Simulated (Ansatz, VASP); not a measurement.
TiO2 in VASP and in Ansatz

```xyz
6
Lattice="4.4985 0.0000 0.0000 0.0000 4.4985 0.0000 0.0000 0.0000 2.8970" Properties=species:S:1:pos:R:3 pbc="T T T"
Ti    0.0000    0.0000    0.0000
Ti    2.2492    2.2492    1.4485
O     1.3718    1.3718    0.0000
O     0.8774    3.6211    1.4485
O     3.1266    3.1266    0.0000
O     3.6211    0.8774    1.4485
```

Alike in both runs: task single point; functional PBE; k mesh 4 × 4 × 6; no spin polarisation.

```csv
,VASP,Ansatz
version,VASP 6.6.1,Ansatz 0.2.0
potentials or method,"VASP PAW PBE potentials, release 64 (Ti_sv, O), cutoff 520 eV","plane waves, PAW"
occupations,"gaussian, width 0.01 eV",fixed
valence electrons in the cell,48,48
```

|  | VASP | Ansatz | Ansatz less VASP |
| --- | --- | --- | --- |
| pressure (GPa) | 23.9 | 23.0 | -0.82 |
| traceless stress, the component that is largest in VASP (GPa) | 2.72 | 2.50 | -0.219 |
